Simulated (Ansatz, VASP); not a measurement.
## Fe in VASP and in Ansatz

File INCAR:

```
PREC = Accurate ; ENCUT = 520
EDIFF = 1E-6 ; ISMEAR = -1
SIGMA = 0.1 ; LREAL = F
LASPH = T ; NELM = 80
ALGO = Normal ; ISIF = 2
LWAVE = F ; LCHARG = F
GGA = RP ; NBANDS = 15
```

File KPOINTS:

```
regular mesh
0
Gamma
  12 12 12
```

The input POSCAR:

```
Fe
1.0
    0.0000000000      2.5222178123      2.5222178123
    2.5222178123      0.0000000000      2.5222178123
    2.5222178123      2.5222178123      0.0000000000
Fe
2
Direct
    0.1250000000      0.1250000000      0.1250000000
    0.8750000000      0.8750000000      0.8750000000
```

Input for Ansatz:

```yaml
crystal:
  lattice:
    - [0.0, 2.5222178123, 2.5222178123]
    - [2.5222178123, 0.0, 2.5222178123]
    - [2.5222178123, 2.5222178123, 0.0]
  atoms:
    - { symbol: Fe, position: [0.125, 0.125, 0.125] }
    - { symbol: Fe, position: [0.875, 0.875, 0.875] }
hamiltonian:
  xc: rpbe
  pseudopotentials:
    kind: paw
    azcp:
      Fe: "pseudopotentials/Fe.paw.azcp"
basis:
  ecutwfc: 420
  fft_grid_basis: typed
kpoints:
  mp_grid: { grid: [12, 12, 12], shift: [0, 0, 0] }
magnetization:
  spin_polarized: false
scf:
  occupations: { method: fermi_dirac, width: 0.1 }
  lower_state_search: "off"
output:
  stress: true
```

Alike in both runs: task single point; functional RPBE; k mesh 12 × 12 × 12; occupations fermi-dirac, width 0.1 eV; no spin polarisation.

|  | VASP | Ansatz |
| --- | --- | --- |
| version | VASP 6.6.1 | Ansatz 0.2.0 |
| potentials or method | VASP PAW PBE potentials, release 64 (Fe), cutoff 520 eV | plane waves (420 eV) with PAW, scalar-relativistic |
| valence electrons in the cell | 16 | 32 |

Ansatz gave:

| Property | Result |
| --- | --- |
| pressure (GPa) | -9.2 |

Task: Estimate VASP's values.

Result: Pressure (GPa): -9.9.

VASP's potentials were made for PBE, not for RPBE. With one functional, cell and mesh, what is left measures potentials, basis and numerics. VASP's potentials hold 16 valence electrons a cell and Ansatz's 32, so a difference there can come from the potentials and not from the codes.
